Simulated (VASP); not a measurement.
Runs of VASP 6.6.1 on CaO. It takes space group Fm-3m (No. 225, cubic). Conventional cell: a = 4.767 Å, b = 4.767 Å, c = 4.767 Å, α = 90.00°, β = 90.00°, γ = 90.00°. Ca (site symmetry m-3m) has 6 O at 2.38 Å within 3.1 Å. Within 3.1 Å of O (site symmetry m-3m) lie 6 Ca at 2.38 Å. 

```csv
cell,gap on the mesh (eV),pressure (GPa)
"relaxed to 10 GPa from a = 3.371 Å, angles 60.0, 60.0, 90.0°, 2 atoms",3.47,10.0
"relaxed to 4 GPa from a = 3.371 Å, angles 60.0, 60.0, 90.0°, 2 atoms",3.51,4.0
"relaxed to 7 GPa from a = 3.371 Å, angles 60.0, 60.0, 90.0°, 2 atoms",3.49,7.0
"relaxed to 15 GPa from a = 3.371 Å, angles 60.0, 60.0, 90.0°, 2 atoms",(a),15.0
```

Alike in all rows: level PBEsol; potentials or basis VASP PAW PBE potentials, release 64 (Ca_sv, O); no spin polarisation; k mesh 8 × 8 × 8; smearing gaussian 0.01 eV.

Question: Estimate the missing entries.

Answer: (a) 3.44.

Caveats: the cell is relaxed towards a set pressure, so the run minimises the enthalpy, not the energy; the PAW data sets were made with another functional, which shifts forces and pressure a little.

A k mesh can miss the band edges.
